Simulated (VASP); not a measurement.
# HC12 (a cell with a defect) in VASP: single point with PBE

Aim: the single point of HC12 (a cell with a defect) with PBE.

Program: VASP 6.6.1. These are calculated values, not measurements. Logs are shortened: lines on timing, memory, paths and dates and some standing lists are left out, and cuts for length are marked.

### Step 1. The cell of the first run

The cell holds a defect, 13 atoms: a = 4.374 Å, b = 4.374 Å, c = 4.374 Å, α = 80.41°, β = 70.53°, γ = 60.00°.

### Step 2. Single point, PBE

INCAR

```
ALGO     = Normal         # electronic algorithm
EDIFF    = 1E-6           # SCF threshold, eV
ENCUT    = 520            # plane-wave cutoff, eV
GGA      = PE             # functional
ISIF     = 2              # what is computed and relaxed
ISMEAR   = 0              # smearing method
LASPH    = T              # aspherical terms in the spheres
LCHARG   = F              # write CHGCAR
LREAL    = F              # projectors in reciprocal space
LWAVE    = F              # write WAVECAR
NBANDS   = 36             # bands
NELECT   = 48.0         
NELM     = 100            # most SCF steps
PREC     = Accurate       # precision mode
SIGMA    = 0.05           # smearing width, eV
```

KPOINTS

```
k-points
0
Gamma
  6 6 6
```

POSCAR

```
HC12
1.0
   -3.5715485858     -1.7857742929     -1.7857742929
   -1.7857742929     -3.5715485858      1.7857742929
   -3.5715485858      1.7857742929      1.7857742929
C H
12 1
Direct
    0.9166666667      0.6666666667      0.2500000000
    0.5833333333      0.3333333333      0.2500000000
    0.2500000000      0.0000000000      0.2500000000
    0.0833333333      0.3333333333      0.7500000000
    0.7500000000      0.0000000000      0.7500000000
    0.4166666667      0.6666666667      0.7500000000
    0.5416666667      0.6666666667      0.3750000000
    0.2083333333      0.3333333333      0.3750000000
    0.8750000000      0.0000000000      0.3750000000
    0.7083333333      0.3333333333      0.8750000000
    0.3750000000      0.0000000000      0.8750000000
    0.0416666667      0.6666666667      0.8750000000
    0.6458333333      0.8333333333     -0.1875000000
```

Potentials or basis: VASP PAW PBE potentials, release 64 (C, H).

Run with:

```sh
> cat potpaw_PBE.64/C/POTCAR potpaw_PBE.64/H/POTCAR > POTCAR
> mpirun -np 1 vasp_std > vasp.out
```

OUTCAR:

```text
EDIFF = 1E-6
   ENCUT = 520
   GGA = PE
   ISIF = 2
   ISMEAR = 0
   LASPH = T
   LREAL = F
   NELECT = 48.0
   NELM = 100
   PREC = Accurate

 ion  position               nearest neighbor table
   1  0.917  0.667  0.250-   9 1.55   7 1.55  12 1.55   8 1.55
   2  0.583  0.333  0.250-   8 1.55  10 1.55   9 1.55   7 1.55
   3  0.250  0.000  0.250-   8 1.55   9 1.55  11 1.55   7 1.55
   4  0.083  0.333  0.750-   8 1.55  10 1.55  11 1.55  12 1.55
   5  0.750  0.000  0.750-  13 1.00  10 1.55  11 1.55   9 1.55  12 1.55
   6  0.417  0.667  0.750-  11 1.55   7 1.55  12 1.55  10 1.55
   7  0.542  0.667  0.375-   1 1.55   6 1.55   3 1.55   2 1.55
   8  0.208  0.333  0.375-   3 1.55   2 1.55   4 1.55   1 1.55
   9  0.875  0.000  0.375-   1 1.55   3 1.55   5 1.55   2 1.55
  10  0.708  0.333  0.875-   5 1.55   4 1.55   2 1.55   6 1.55
  11  0.375  0.000  0.875-  13 1.00   6 1.55   3 1.55   5 1.55   4 1.55
  12  0.042  0.667  0.875-   1 1.55   6 1.55   5 1.55   4 1.55
  13  0.646  0.833  0.812-  11 1.00   5 1.00

  LATTYP: Found a base centered monoclinic cell.
 ALAT       =     4.3742358134
 B/A-ratio  =     1.7320508076
 C/A-ratio  =     1.0000000000
 COS(beta)  =    -0.3333333333

  Lattice vectors:

 A1 = (   1.7857742929,  -1.7857742929,   3.5715485858)
 A2 = (   1.7857742929,   3.5715485858,  -1.7857742929)
 A3 = (  -3.5715485858,   1.7857742929,   1.7857742929)

Analysis of symmetry for initial positions (statically):
=====================================================================
 Subroutine PRICEL returns:
 Original cell was already a primitive cell.

 Routine SETGRP: Setting up the symmetry group for a
 base centered monoclinic supercell.

 Subroutine GETGRP returns: Found  2 space group operations
 (whereof  1 operations were pure point group operations)
 out of a pool of  4 trial point group operations.

The static configuration has the point symmetry C_1 .
 The point group associated with its full space group is C_2 .

Analysis of symmetry for dynamics (positions and initial velocities):
=====================================================================
 Subroutine PRICEL returns:
 Original cell was already a primitive cell.

 Routine SETGRP: Setting up the symmetry group for a
 base centered monoclinic supercell.

 Subroutine GETGRP returns: Found  2 space group operations
 (whereof  1 operations were pure point group operations)
 out of a pool of  4 trial point group operations.

The dynamic configuration has the point symmetry C_1 .
 The point group associated with its full space group is C_2 .

 Subroutine INISYM returns: Found  2 space group operations
 (whereof  1 operations are pure point group operations),
 and found     1 'primitive' translations

----------------------------------------------------------------------------------------

                                     Primitive cell

  volume of cell :      68.3378

  direct lattice vectors                    reciprocal lattice vectors
    -3.571548586 -1.785774293 -1.785774293    -0.139995296 -0.046665099 -0.233325493
    -1.785774293 -3.571548586  1.785774293     0.000000000 -0.186660394  0.186660394
    -3.571548586  1.785774293  1.785774293    -0.139995296  0.139995296  0.139995296

  length of vectors
     4.374235813  4.374235813  4.374235813     0.276074446  0.263977661  0.242478965

  position of ions in fractional coordinates (direct lattice)
     0.916666667  0.666666667  0.250000000
     0.583333333  0.333333333  0.250000000
     0.250000000  0.000000000  0.250000000
     0.083333333  0.333333333  0.750000000
     0.750000000  0.000000000  0.750000000
     0.416666667  0.666666667  0.750000000
     0.541666667  0.666666667  0.375000000
     0.208333333  0.333333333  0.375000000
     0.875000000  0.000000000  0.375000000
     0.708333333  0.333333333  0.875000000
     0.375000000  0.000000000  0.875000000
     0.041666667  0.666666667  0.875000000
     0.645833333  0.833333333  0.812500000

  ion indices of the primitive-cell ions
   primitive index   ion index
                 1           1
                 2           2
                 3           3
                 4           4
                 5           5
                 6           6
                 7           7
                 8           8
                 9           9
                10          10
                11          11
                12          12
                13          13

----------------------------------------------------------------------------------------

 KPOINTS: k-points

Automatic generation of k-mesh.
 Grid dimensions read from file:
 generate k-points for:    6    6    6

 Generating k-lattice:

  Cartesian coordinates                     Fractional coordinates (reciprocal lattice)
    -0.023332549 -0.007777516 -0.038887582     0.166666667 -0.000000000 -0.000000000
     0.000000000 -0.031110066  0.031110066     0.000000000  0.166666667  0.000000000
    -0.023332549  0.023332549  0.023332549     0.000000000  0.000000000  0.166666667

  Length of vectors
     0.046012408  0.043996277  0.040413161

  Shift w.r.t. Gamma in fractional coordinates (k-lattice)
     0.000000000  0.000000000  0.000000000

 Subroutine IBZKPT returns following result:
 ===========================================

 Found     68 irreducible k-points:

 Following reciprocal coordinates:
            Coordinates               Weight
  0.000000  0.000000  0.000000      1.000000
  0.166667  0.000000 -0.000000      4.000000
  0.333333  0.000000 -0.000000      4.000000
  0.500000  0.000000 -0.000000      2.000000
  0.000000  0.166667  0.000000      2.000000
  0.333333  0.166667 -0.000000      2.000000
[... 16 lines left out ...]
 -0.333333  0.166667  0.166667      4.000000
 -0.166667  0.166667  0.166667      4.000000
 [... further k-points ...]
   k-points           NKPTS =     68   k-points in BZ     NKDIM =     68   number of bands    NBANDS=     36
   number of dos      NEDOS =    301   number of ions     NIONS =     13
   total plane-waves  NPLWV =  46656
   dimension x,y,z NGX =    36 NGY =   36 NGZ =   36
   dimension x,y,z NGXF=    72 NGYF=   72 NGZF=   72
   ions per type =              12   1
   NGX,Y,Z   is equivalent  to a cutoff of  13.68, 13.68, 13.68 a.u.
   NGXF,Y,Z  is equivalent  to a cutoff of  27.36, 27.36, 27.36 a.u.
 SYSTEM =  unknown system
   PREC   = accura    normal or accurate (medium, high low for compatibility)
   ISTART =      0    job   : 0-new  1-cont  2-samecut
   ICHARG =      2    charge: 1-file 2-atom 10-const
   ISPIN  =      1    spin polarized calculation?
   LNONCOLLINEAR =      F non collinear calculations
   LSORBIT =      F    spin-orbit coupling
   LASPH  =      T    aspherical Exc in radial PAW
   ENCUT  =  520.0 eV  38.22 Ry    6.18 a.u.   8.13  8.13  8.13*2*pi/ulx,y,z
   NELM   =    100;   NELMIN=  2; NELMDL= -5     # of ELM steps
   EDIFF  = 0.1E-05   stopping-criterion for ELM
   LREAL  =      F    real-space projection
   EDIFFG = 0.1E-04   stopping-criterion for IOM
   NSW    =      0    number of steps for IOM
   IBRION =     -1    ionic relax: 0-MD 1-quasi-New 2-CG
   NFREE  =      0    steps in history (QN), initial steepest desc. (CG)
   ISIF   =      2    stress and relaxation
   ISYM   =      2    0-nonsym 1-usesym 2-fastsym
   POTIM  = 0.5000    time-step for ionic-motion
   TEBEG  =    0.0;   TEEND  =   0.0 temperature during run
   PSTRESS=    0.0 pullay stress
   NELECT =      48.0000    total number of electrons
   NUPDOWN=      -1.0000    fix difference up-down
   EMIN   =  10.00;   EMAX   =-10.00  energy-range for DOS
   EFERMI =   0.00;   METHOD = LEGACY
   ISMEAR =     0;   SIGMA  =   0.05  broadening in eV -4-tet -1-fermi 0-gaus
   EFERMI_NEDOS =   21; number of points for ismear=-14 and -15
   IALGO  =     38    algorithm
   IMIX   =      4    mixing-type and parameters
     AMIX     =   0.40;   BMIX     =  1.00
     AMIX_MAG =   1.60;   BMIX_MAG =  1.00
  volume/ion in A,a.u.               =       5.26        35.47
  Fermi-wavevector in a.u.,A,eV,Ry     =   1.455241  2.750007 28.813417  2.117726
  Thomas-Fermi vector in A             =   2.572298
   LORBIT       =      0    0 simple, 1 ext, 2 COOP (PROOUT), +10 PAW based schemes
   GGA     = PE    functional components
   LHFCALC =     F    Hartree Fock is set to
   AEXX    =    0.0000 exact exchange contribution
   IVDW    =     0    specifies the selected vdW correction
   LEPSILON=     F    determine dielectric tensor
   LRPA    =     F    only Hartree local field effects (RPA)
 non-spin polarized calculation
 Gauss-broadening in eV      SIGMA  =   0.05
  energy-cutoff  :      520.00
  volume of cell :       68.34
 maximum number of plane-waves:      1862
 NGX is ok and might be reduce to    36
   NGX = 17   NGY = 17   NGZ = 17

 number of electron      48.0000002 magnetization

 Free energy of the ion-electron system (eV)
  ---------------------------------------------------
  ext. energy  EPLUGINS =         0.00000000
  ---------------------------------------------------
  free energy    TOTEN  =      -117.37777991 eV

  energy without entropy =     -117.37777991  energy(sigma->0) =     -117.37777991

 E-fermi :  10.0948     XC(G=0): -13.2191

 val. band max:        9.8270619995   @ k =   0.0000   0.0000   0.0000
 cond. band min:      13.0256733348   @ k =  -0.3333   0.3333   0.3333
 fundamental gap:      3.1986113353
 Fermi energy:        10.0947901482

 k-point     1 :       0.0000    0.0000    0.0000
  band No.  band energies     occupation
      1     -12.7993      2.00000
      2      -8.0477      2.00000
      3      -5.1541      2.00000
      4      -4.4559      2.00000
      5      -4.1685      2.00000
      6      -3.9455      2.00000
[... 28 lines left out ...]
     35      19.5241      0.00000
     36      19.9934      0.00000

 k-point     2 :       0.1667    0.0000   -0.0000
  band No.  band energies     occupation
      1     -12.6145      2.00000
      2      -8.2402      2.00000
      3      -5.7358      2.00000
      4      -5.2928      2.00000
      5      -4.5954      2.00000
      6      -3.9228      2.00000
[... 28 lines left out ...]
     35      19.4305      0.00000
     36      19.7337      0.00000

 k-point     3 :       0.3333    0.0000   -0.0000
  band No.  band energies     occupation
      1     -12.1381      2.00000
      2      -8.8392      2.00000
      3      -6.7851      2.00000
      4      -5.5518      2.00000
      5      -5.2456      2.00000
      6      -4.4472      2.00000
[... 28 lines left out ...]
     35      19.6641      0.00000
     36      19.8099      0.00000
[... 742 lines left out ...]
 k-point    23 :      -0.3333    0.1667    0.1667
  band No.  band energies     occupation
      1     -11.7305      2.00000
      2      -8.9822      2.00000
      3      -7.5538      2.00000
      4      -6.6408      2.00000
      5      -5.0333      2.00000
      6      -3.8607      2.00000
[... 28 lines left out ...]
     35      20.2082      0.00000
     36      20.5636      0.00000

 k-point    24 :      -0.1667    0.1667    0.1667
  band No.  band energies     occupation
      1     -12.1444      2.00000
      2      -8.6421      2.00000
      3      -6.8427      2.00000
      4      -6.7206      2.00000
      5      -4.5271      2.00000
      6      -3.2604      2.00000
[... 28 lines left out ...]
     35      19.4242      0.00000
     36      19.6211      0.00000

 [... further k-points ...]

------------------------ aborting loop because EDIFF is reached ----------------------------------------

  FORCE on cell =-STRESS in cart. coord.  units (eV):
  Direction    XX          YY          ZZ          XY          YZ          ZX
  --------------------------------------------------------------------------------------
  -------------------------------------------------------------------------------------
  Total       -5.6998270     -3.9083987     -3.9083987      4.0352040      0.5749275      4.0352037
  in kB     -133.6322597    -91.6322802    -91.6322802     94.6052257     13.4791572     94.6052206
  external PRESSURE =    -105.6322734 kB  Pullay stress =       0.0000000 kB

 VOLUME and BASIS-vectors are now :
 -----------------------------------------------------------------------------
  energy-cutoff  :      520.00
  volume of cell :       68.34
      direct lattice vectors                 reciprocal lattice vectors
    -3.571548586 -1.785774293 -1.785774293    -0.139995296 -0.046665099 -0.233325493
    -1.785774293 -3.571548586  1.785774293     0.000000000 -0.186660394  0.186660394
    -3.571548586  1.785774293  1.785774293    -0.139995296  0.139995296  0.139995296

 POSITION                                       TOTAL-FORCE (eV/Angst)
 -----------------------------------------------------------------------------------
     -5.35732     -3.57155     -0.00000        -0.131831      0.163938      0.205590
     -3.57155     -1.78577     -0.00000        -0.181616      0.269058      0.287614
     -1.78577      0.00000      0.00000        -0.710469      0.344394      0.371964
     -3.57155      0.00000      1.78577         0.443682     -0.646264     -1.014998
     -5.35732      0.00000      0.00000        -4.616722     -9.153680     -1.898856
     -5.35732     -1.78577      1.78577         1.704274      0.676178     -0.609534
     -4.46444     -2.67866      0.89289         0.131831     -0.205590     -0.163938
     -2.67866     -0.89289      0.89289         0.181616     -0.287614     -0.269058
     -4.46444     -0.89289     -0.89289         0.710469     -0.371964     -0.344394
     -6.25021     -0.89289      0.89289        -0.443682      1.014998      0.646264
     -4.46444      0.89289      0.89289         4.616722      1.898856      9.153680
     -4.46444     -0.89289      2.67866        -1.704274      0.609534     -0.676178
     -6.69665     -2.67866      1.78577         0.000000      5.688155     -5.688155
 -----------------------------------------------------------------------------------
    total drift:                                0.000001     -0.000060      0.000061

  FREE ENERGIE OF THE ION-ELECTRON SYSTEM (eV)
  ---------------------------------------------------
  free  energy   TOTEN  =      -117.3777799126 eV

  energy  without entropy=     -117.3777799126  energy(sigma->0) =     -117.37777991
```

Run time: 5.4 min. Hardware: 1 thread of Intel Xeon 8259CL, shared host; peak memory 0.27 GiB.

What came out:

* Free energy: -117.3778 eV
* Largest force: 10.426 eV/Å

Forces in eV/Å, atoms in the order of the input:
```
C   -0.132  0.164  0.206
C   -0.182  0.269  0.288
C   -0.710  0.344  0.372
C    0.444 -0.646 -1.015
C   -4.617 -9.154 -1.899
C    1.704  0.676 -0.610
C    0.132 -0.206 -0.164
C    0.182 -0.288 -0.269
C    0.710 -0.372 -0.344
C   -0.444  1.015  0.646
C    4.617  1.899  9.154
C   -1.704  0.610 -0.676
H    0.000  5.688 -5.688
```

Caveat: the cell carries a net charge on a neutralising background, which shifts energy and pressure; the cell is charged against a uniform background, so pressure and absolute levels hang on convention.
